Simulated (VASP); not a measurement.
## ZnS (Wurtzite-2H): single point with PBEsol

The system is ZnS (Wurtzite-2H).

```
Zn S
1.0
     3.75949    0.00000    0.00000
    -1.87975    3.25582    0.00000
     0.00000    0.00000    6.14975
Zn S
2 2
Cartesian
  1.8797 1.0853 3.0749
  0.0000 2.1705 0.0000
  1.8797 1.0853 5.4425
  0.0000 2.1705 2.3677
```

This cell differs from its parent crystal: volume scaled by 0.96.

```yaml
Program: VASP 6.6.1
Task: single point
Functional: PBEsol
Potentials_or_basis: VASP PAW PBE potentials, release 64 (Zn, S)
Cutoff: 520 eV
k_mesh: 8 × 8 × 5
Occupations: fermi-dirac, width 0.05 eV
Spin: no spin polarisation
Dipole_correction: no
Further_INCAR_settings: ALGO = Normal; EDIFF = 1e-06; NBANDS = 26
```

- Pressure: 2.2 GPa
- Largest force: 0.360 eV/Å
- Band gap on the k mesh: 2.31 eV, direct

Forces in eV/Å, atoms in the order of the input:
```
Zn   0.000  0.000  0.360
Zn   0.000  0.000  0.360
S    0.000  0.000 -0.360
S    0.000  0.000 -0.360
```

Stress tensor (GPa, compression positive):
```
3.03 0.00 0.00
0.00 3.03 0.00
0.00 0.00 0.55
```

Levels at points of the mesh, in eV from the valence-band top:
| k point | band 15 | band 16 | band 17 | band 18 | band 19 | band 20 | band 21 | band 22 |
| --- | --- | --- | --- | --- | --- | --- | --- | --- |
| (0.00, 0.00, 0.00) | -0.92 | 0.00 | 0.00 | 0.00 | 2.31 | 2.96 | 6.18 | 6.18 |
| (0.50, 0.00, 0.00) | -3.40 | -2.42 | -1.71 | -1.05 | 3.45 | 4.28 | 5.02 | 7.03 |

Wall time 41 s on 1 thread of Intel(R) Xeon(R) Platinum 8259CL CPU @ 2.50GHz (Skylake/Cascade Lake), with other jobs on the host, peak memory 0.21 GiB.

Caveat: the PAW data sets were made with another functional, which shifts forces and pressure a little.
